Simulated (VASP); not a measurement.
# PtS2 (P-3m1) in VASP: notebook

The runs below take PtS2 through single point, with PBEsol.

All numbers are computed with VASP 6.6.1; they aren't measurements. Logs are shortened: lines on timing, memory, paths and dates and some standing lists are left out, and cuts for length are marked.

## 1. The cell of the first run

The structure is trigonal, space group P-3m1 (No. 164). The conventional cell has a = 3.455 Å, b = 3.455 Å, c = 4.913 Å, α = 90.00°, β = 90.00°, γ = 120.00°. Within 3.1 Å of Pt (site symmetry -3m) lie 6 S at 2.34 Å. S (site symmetry 3m) has 3 Pt at 2.34 Å within 3.1 Å.

## 2. Single point, PBEsol (strain -0.025 along x and y, -0.025 along z)

INCAR

```
SYSTEM = PtS2
ALGO     = Normal         ! electronic algorithm
EDIFF    = 1E-7           ! SCF threshold, eV
ENCUT    = 520            ! plane-wave cutoff, eV
GGA      = PS             ! functional
ISIF     = 2              ! what is computed and relaxed
ISMEAR   = 0              ! smearing method
LASPH    = .True.         ! aspherical terms in the spheres
LCHARG   = .False.        ! write CHGCAR
LREAL    = .False.        ! projectors in reciprocal space
LWAVE    = .False.        ! write WAVECAR
NBANDS   = 18             ! bands
NELM     = 100            ! most SCF steps
PREC     = Accurate       ! precision mode
SIGMA    = 0.05           ! smearing width, eV
```

KPOINTS

```
k-points
0
Gamma
  12 12 8
  0 0 0
```

POSCAR

```
PtS2
1.0
    3.4546194889      0.0000000000      0.0000000000
   -1.7273097444      2.9917882378      0.0000000000
    0.0000000000      0.0000000000      4.9128300000
Pt S
1 2
Direct
    0.0000000000      0.0000000000      0.0000000000
    0.3333333333      0.6666666667      0.2500000000
    0.6666666667      0.3333333333      0.7500000000
```

Potentials or basis: VASP PAW PBE potentials, release 64 (Pt, S).

Run with:

```bash
$ cat potpaw_PBE.64/Pt/POTCAR potpaw_PBE.64/S/POTCAR > POTCAR
$ mpirun -np 1 vasp_std > vasp.out
```

OUTCAR:

```text
SYSTEM = PtS2
   EDIFF = 1E-7
   ENCUT = 520
   GGA = PS
   ISIF = 2
   ISMEAR = 0
   LASPH = .True.
   LREAL = .False.
   NELM = 100
   PREC = Accurate

 ion  position               nearest neighbor table
   1  0.000  0.000  0.000-   2 2.34   3 2.34   2 2.34   3 2.34   3 2.34   2 2.34
   2  0.333  0.667  0.250-   1 2.34   1 2.34   1 2.34
   3  0.667  0.333  0.750-   1 2.34   1 2.34   1 2.34

  LATTYP: Found a hexagonal cell.
 ALAT       =     3.4546194889
 C/A-ratio  =     1.4221045229

  Lattice vectors:

 A1 = (   3.4546194889,   0.0000000000,   0.0000000000)
 A2 = (  -1.7273097444,   2.9917882378,   0.0000000000)
 A3 = (   0.0000000000,   0.0000000000,   4.9128300000)

Analysis of symmetry for initial positions (statically):
=====================================================================
 Subroutine PRICEL returns:
 Original cell was already a primitive cell.

 Routine SETGRP: Setting up the symmetry group for a
 hexagonal supercell.

 Subroutine GETGRP returns: Found 12 space group operations
 (whereof 12 operations were pure point group operations)
 out of a pool of 24 trial point group operations.

The static configuration has the point symmetry D_3d.

Analysis of symmetry for dynamics (positions and initial velocities):
=====================================================================
 Subroutine PRICEL returns:
 Original cell was already a primitive cell.

 Routine SETGRP: Setting up the symmetry group for a
 hexagonal supercell.

 Subroutine GETGRP returns: Found 12 space group operations
 (whereof 12 operations were pure point group operations)
 out of a pool of 24 trial point group operations.

The dynamic configuration has the point symmetry D_3d.

 Subroutine INISYM returns: Found 12 space group operations
 (whereof 12 operations are pure point group operations),
 and found     1 'primitive' translations

----------------------------------------------------------------------------------------

                                     Primitive cell

  volume of cell :      50.7765

  direct lattice vectors                    reciprocal lattice vectors
     3.454619489  0.000000000  0.000000000     0.289467481  0.167124128  0.000000000
    -1.727309744  2.991788238  0.000000000     0.000000000  0.334248256  0.000000000
     0.000000000  0.000000000  4.912830000     0.000000000  0.000000000  0.203548667

  length of vectors
[... 84 lines left out ...]
   EDIFF  = 0.1E-06   stopping-criterion for ELM
   LREAL  =      F    real-space projection
   EDIFFG = 0.1E-05   stopping-criterion for IOM
   NSW    =      0    number of steps for IOM
   IBRION =     -1    ionic relax: 0-MD 1-quasi-New 2-CG
   NFREE  =      0    steps in history (QN), initial steepest desc. (CG)
   ISIF   =      2    stress and relaxation
   ISYM   =      2    0-nonsym 1-usesym 2-fastsym
   POTIM  = 0.5000    time-step for ionic-motion
   TEBEG  =    0.0;   TEEND  =   0.0 temperature during run
   PSTRESS=    0.0 pullay stress
   NELECT =      22.0000    total number of electrons
   NUPDOWN=      -1.0000    fix difference up-down
   EMIN   =  10.00;   EMAX   =-10.00  energy-range for DOS
   EFERMI =   0.00;   METHOD = LEGACY
   ISMEAR =     0;   SIGMA  =   0.05  broadening in eV -4-tet -1-fermi 0-gaus
   EFERMI_NEDOS =   21; number of points for ismear=-14 and -15
   IALGO  =     38    algorithm
   IMIX   =      4    mixing-type and parameters
     AMIX     =   0.40;   BMIX     =  1.00
     AMIX_MAG =   1.60;   BMIX_MAG =  1.00
  volume/ion in A,a.u.               =      16.93       114.22
  Fermi-wavevector in a.u.,A,eV,Ry     =   1.238782  2.340958 20.879231  1.534580
  Thomas-Fermi vector in A             =   2.373293
   LORBIT       =      0    0 simple, 1 ext, 2 COOP (PROOUT), +10 PAW based schemes
   GGA     = PS    functional components
   LHFCALC =     F    Hartree Fock is set to
   AEXX    =    0.0000 exact exchange contribution
   IVDW    =     0    specifies the selected vdW correction
   LEPSILON=     F    determine dielectric tensor
   LRPA    =     F    only Hartree local field effects (RPA)
 non-spin polarized calculation
 Gauss-broadening in eV      SIGMA  =   0.05
  energy-cutoff  :      520.00
  volume of cell :       50.78
 maximum number of plane-waves:      1396
 NGX is ok and might be reduce to    28
   NGX = 13   NGY = 13   NGZ = 19

 number of electron      22.0000001 magnetization

 Free energy of the ion-electron system (eV)
  ---------------------------------------------------
  ext. energy  EPLUGINS =         0.00000000
  ---------------------------------------------------
  free energy    TOTEN  =       -16.89699524 eV

  energy without entropy =      -16.89699524  energy(sigma->0) =      -16.89699524

 E-fermi :   8.1090     XC(G=0): -11.2623

 val. band max:        7.9116176721   @ k =   0.0000   0.0000   0.0000
 cond. band min:       8.4845021077   @ k =   0.3333   0.3333   0.0000
 fundamental gap:      0.5728844357
 Fermi energy:         8.1090483771

 k-point     1 :       0.0000    0.0000    0.0000
  band No.  band energies     occupation
      1      -8.0964      2.00000
      2      -4.7663      2.00000
      3       0.0925      2.00000
      4       0.7670      2.00000
      5       0.7670      2.00000
      6       3.6349      2.00000
[... 481 lines left out ...]
      5       1.2621      2.00000
      6       2.9468      2.00000
[... 10 lines left out ...]
     17      17.1920      0.00000
     18      17.2337      0.00000

 [... further k-points ...]

------------------------ aborting loop because EDIFF is reached ----------------------------------------

  FORCE on cell =-STRESS in cart. coord.  units (eV):
  Direction    XX          YY          ZZ          XY          YZ          ZX
  --------------------------------------------------------------------------------------
  -------------------------------------------------------------------------------------
  Total        3.6939547      3.6939547      1.4128232      0.0000000      0.0000000      0.0000000
  in kB      116.5572643    116.5572643     44.5795402      0.0000000      0.0000000      0.0000000
  external PRESSURE =      92.5646896 kB  Pullay stress =       0.0000000 kB

 VOLUME and BASIS-vectors are now :
 -----------------------------------------------------------------------------
  energy-cutoff  :      520.00
  volume of cell :       50.78
      direct lattice vectors                 reciprocal lattice vectors
     3.454619489  0.000000000  0.000000000     0.289467481  0.167124128  0.000000000
    -1.727309744  2.991788238  0.000000000     0.000000000  0.334248256  0.000000000
     0.000000000  0.000000000  4.912830000     0.000000000  0.000000000  0.203548667

 POSITION                                       TOTAL-FORCE (eV/Angst)
 -----------------------------------------------------------------------------------
      0.00000      0.00000      0.00000        -0.000000      0.000000      0.000000
     -0.00000      1.99453      1.22821        -0.000000      0.000000      0.427961
      1.72731      0.99726      3.68462         0.000000     -0.000000     -0.427961
 -----------------------------------------------------------------------------------
    total drift:                               -0.000000     -0.000000     -0.000000

  FREE ENERGIE OF THE ION-ELECTRON SYSTEM (eV)
  ---------------------------------------------------
  free  energy   TOTEN  =       -16.8969952430 eV

  energy  without entropy=      -16.8969952430  energy(sigma->0) =      -16.89699524
```

OSZICAR:

```text
N       E                     dE             d eps       ncg     rms          rms(c)
DAV:   1     0.111175563230E+03    0.11118E+03   -0.10586E+04  4748   0.110E+03
DAV:   2    -0.129464829961E+02   -0.12412E+03   -0.11988E+03  5722   0.223E+02
DAV:   3    -0.181897170000E+02   -0.52432E+01   -0.52088E+01  5988   0.466E+01
DAV:   4    -0.182401662119E+02   -0.50449E-01   -0.50423E-01  6132   0.504E+00
DAV:   5    -0.182408503460E+02   -0.68413E-03   -0.68408E-03  6084   0.576E-01    0.210E+01
DAV:   6    -0.171153946391E+02    0.11255E+01   -0.55912E+00  4958   0.234E+01    0.129E+01
DAV:   7    -0.169309148452E+02    0.18448E+00   -0.10256E+00  4912   0.104E+01    0.617E+00
DAV:   8    -0.168999009041E+02    0.31014E-01   -0.56677E-02  5332   0.193E+00    0.114E+00
DAV:   9    -0.168968823299E+02    0.30186E-02   -0.84406E-03  5334   0.915E-01    0.201E-01
DAV:  10    -0.168969879065E+02   -0.10558E-03   -0.12313E-03  5860   0.244E-01    0.124E-01
DAV:  11    -0.168969952457E+02   -0.73393E-05   -0.72478E-05  5876   0.674E-02    0.472E-02
DAV:  12    -0.168969948594E+02    0.38634E-06   -0.10018E-05  5426   0.287E-02    0.152E-02
DAV:  13    -0.168969951081E+02   -0.24872E-06   -0.28894E-06  5986   0.119E-02    0.485E-03
DAV:  14    -0.168969952539E+02   -0.14579E-06   -0.25314E-07  4966   0.315E-03    0.444E-03
DAV:  15    -0.168969952430E+02    0.10945E-07   -0.42567E-08  3252   0.161E-03
   1 F= -.16896995E+02 E0= -.16896995E+02  d E =-.759601E-11
```

stdout:

```text
POSCAR found type information on POSCAR PtS
 POSCAR found :  2 types and       3 ions
 scaLAPACK will be used
 -----------------------------------------------------------------------------
|                                                                             |
|                                                                             |
|     You enforced a specific xc type in the INCAR file but a different       |
|     I HOPE YOU KNOW WHAT YOU ARE DOING!                                     |
|                                                                             |
 -----------------------------------------------------------------------------

 LDA part: xc-table for (Slater+PW92), standard interpolation
 POSCAR, INCAR and KPOINTS ok, starting setup
 FFT: planning ... GRIDC
 FFT: planning ... GRID_SOFT
 FFT: planning ... GRID
 WAVECAR not read
 entering main loop
```

Run time: 45 s. Hardware: 1 thread of Intel Xeon 6975P-C (Granite Rapids), shared host; peak memory 0.26 GiB.

What came out:

```
Free energy            : -16.8970 eV
Pressure               : 9.3 GPa
Largest force          : 0.428 eV/Å
Band gap on the k mesh : 0.57 eV, indirect (least direct gap 0.79 eV)
```

Forces in eV/Å, atoms in the order of the input:
```
Pt   0.000  0.000  0.000
S    0.000  0.000  0.428
S    0.000  0.000 -0.428
```

Levels at points of the mesh, in eV from the valence-band top:
| k point | band 9 | band 10 | band 11 | band 12 | band 13 | band 14 |
| --- | --- | --- | --- | --- | --- | --- |
| (0.00, 0.00, 0.00) | -1.21 | -1.21 | 0.00 | 1.92 | 1.92 | 4.20 |
| (0.50, 0.00, 0.00) | -3.41 | -3.29 | -2.71 | 1.34 | 2.69 | 5.60 |
| (0.00, 0.00, 0.50) | -1.57 | -1.57 | -1.19 | 2.73 | 2.73 | 5.30 |
| (0.50, 0.00, 0.50) | -3.02 | -2.96 | -1.61 | 1.46 | 2.40 | 4.87 |

Caveat: the cell differs from its parent crystal (strain -0.025 along x and y, -0.025 along z); the PAW data sets were made with another functional, which shifts forces and pressure a little; spin-orbit coupling is left out, which moves the levels of the heavy elements.

## 3. Single point, PBEsol (strain -0.050 along x and y, +0.050 along z)

INCAR

```
PREC = Accurate
ENCUT = 520
EDIFF = 1E-6
ISMEAR = 0
SIGMA = 0.05
LREAL = F
LASPH = T
NELM = 60
ALGO = Normal
ISIF = 2
LWAVE = F
LCHARG = T
GGA = PS
LELF = T
LVHAR = T
NBANDS = 18
```

KPOINTS

```
regular mesh
0
Gamma
  12 12 8
```

POSCAR

```
PtS2
1.0
    3.3660395020      0.0000000000      0.0000000000
   -1.6830197510      2.9150757189      0.0000000000
    0.0000000000      0.0000000000      5.2907400000
Pt S
1 2
Direct
    0.0000000000      0.0000000000      0.0000000000
    0.3333333333      0.6666666667      0.2500000000
    0.6666666667      0.3333333333      0.7500000000
```

Potentials or basis: VASP PAW PBE potentials, release 64 (Pt, S).

Run with:

```bash
$ cat potpaw_PBE.64/Pt/POTCAR potpaw_PBE.64/S/POTCAR > POTCAR
$ mpirun -np 1 vasp_std > vasp.out
```

Wall time 42 s (1 thread of Intel Xeon 6975P-C (Granite Rapids), shared host); peak memory 0.26 GiB.

It converged, with:

```yaml
Free_energy: -16.7512 eV
Pressure: 9.0 GPa
Largest_force: 0.131 eV/Å
Band_gap_on_the_k_mesh: 0.71 eV, indirect (least direct gap 0.91 eV)
```

Forces in eV/Å, atoms in the order of the input:
```
Pt   0.000  0.000  0.000
S    0.000  0.000 -0.131
S    0.000  0.000  0.131
```

Stress tensor (GPa, compression positive):
```
13.16  0.00  0.00
 0.00 13.16  0.00
 0.00  0.00  0.62
```

Levels at points of the mesh, in eV from the valence-band top:
| k point | band 8 | band 9 | band 10 | band 11 | band 12 | band 13 | band 14 | band 15 |
| --- | --- | --- | --- | --- | --- | --- | --- | --- |
| (0.00, 0.00, 0.00) | -2.52 | -0.68 | -0.68 | -0.18 | 2.30 | 2.30 | 5.04 | 5.95 |
| (0.50, 0.00, 0.00) | -3.01 | -2.83 | -2.76 | -2.19 | 1.66 | 2.75 | 5.72 | 6.17 |
| (0.00, 0.00, 0.50) | -3.18 | -1.20 | -0.92 | -0.92 | 2.84 | 2.84 | 5.68 | 7.62 |
| (0.50, 0.00, 0.50) | -2.84 | -2.32 | -2.32 | -1.73 | 1.84 | 2.86 | 4.79 | 5.02 |

Caveat: the cell differs from its parent crystal (strain -0.050 along x and y, +0.050 along z); the PAW data sets were made with another functional, which shifts forces and pressure a little; spin-orbit coupling is left out, which moves the levels of the heavy elements.
